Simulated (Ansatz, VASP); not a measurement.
# BaH4: VASP beside Ansatz

Contents of INCAR:

```
SYSTEM = BaH4
ALGO     = Normal         ! electronic algorithm
EDIFF    = 1E-6           ! SCF threshold, eV
EDIFFG   = -0.01          ! ionic threshold
ENCUT    = 600            ! plane-wave cutoff, eV
GGA      = PE             ! functional
IBRION   = 2              ! ionic algorithm
ISIF     = 3              ! what is computed and relaxed
ISMEAR   = 0              ! smearing method
LASPH    = .True.         ! aspherical terms in the spheres
LCHARG   = .False.        ! write CHGCAR
LREAL    = .False.        ! projectors in reciprocal space
LWAVE    = .False.        ! write WAVECAR
NELM     = 60             ! most SCF steps
NSW      = 100            ! ionic steps
PREC     = Accurate       ! precision mode
SIGMA    = 0.02           ! smearing width, eV
```

The input KPOINTS:

```
k-points
0
Gamma
  6 6 6
  0 0 0
```

Contents of POSCAR:

```
BaH4
1.0
    3.7879896281     -2.2794003084      0.0000000000
    3.7879896281      2.2794003084      0.0000000000
   -2.3638133114      0.0000000000      3.7225158053
Ba H
1 4
Direct
    0.0000000000      0.0000000000      0.5000000000
    0.7413169348      0.7413169348      0.7600871634
    0.2586830652      0.2586830652      0.2399128366
    0.5386663378      0.5386663378      0.9687918503
    0.4613336622      0.4613336622      0.0312081497
```

Input for Ansatz:

```yaml
crystal:
  lattice:
    - [3.7879896281, -2.2794003084, 0.0]
    - [3.7879896281, 2.2794003084, 0.0]
    - [-2.3638133114, 0.0, 3.7225158053]
  atoms:
    - { symbol: Ba, position: [0.0, 0.0, 0.5] }
    - { symbol: H, position: [0.7413169348, 0.7413169348, 0.7600871634] }
    - { symbol: H, position: [0.2586830652, 0.2586830652, 0.2399128366] }
    - { symbol: H, position: [0.5386663378, 0.5386663378, 0.9687918503] }
    - { symbol: H, position: [0.4613336622, 0.4613336622, 0.0312081497] }
basis:
  ecutwfc: 420
kpoints:
  mp_grid: { grid: [6, 6, 6] }
hamiltonian:
  xc: pbe
scf:
  occupations: { method: gaussian, width: 0.02 }
output:
  forces: true
  stress: true
  eigenvalues: true
relax:
  adjacent_minimum: "off"
  f_tol: 0.01
  max_steps: 80
  cell: { stress_tol: 0.05 }
```

Change from the starting cell: the structure that the rattled cell fell into.

Alike in both runs: task relaxation of cell and atoms; functional PBE; k mesh 6 × 6 × 6; occupations gaussian, width 0.02 eV; no spin polarisation.

|  | VASP | Ansatz |
| --- | --- | --- |
| version | VASP 6.6.1 | Ansatz 0.2.0 |
| potentials or method | VASP PAW PBE potentials, release 64 (Ba_sv, H), cutoff 600 eV | scalar-relativistic, plane waves, PAW |
| valence electrons in the cell | 14 | 14 |

VASP gave:

| Item | Value |
| --- | --- |
| gap on the k mesh at the Fermi level, each at its own relaxed structure (eV) | 2.46 |
| relaxed volume (Å³/atom) | 13.05 |
| relaxed cell length with the largest relative difference (Å) | 4.442 |

Problem. What did Ansatz give for the same quantities?

Solution. gap on the k mesh at the Fermi level, each at its own relaxed structure (eV): 2.60; relaxed volume (Å³/atom): 12.85; relaxed cell length with the largest relative difference (Å): 4.419.

Spin-orbit coupling is off throughout.
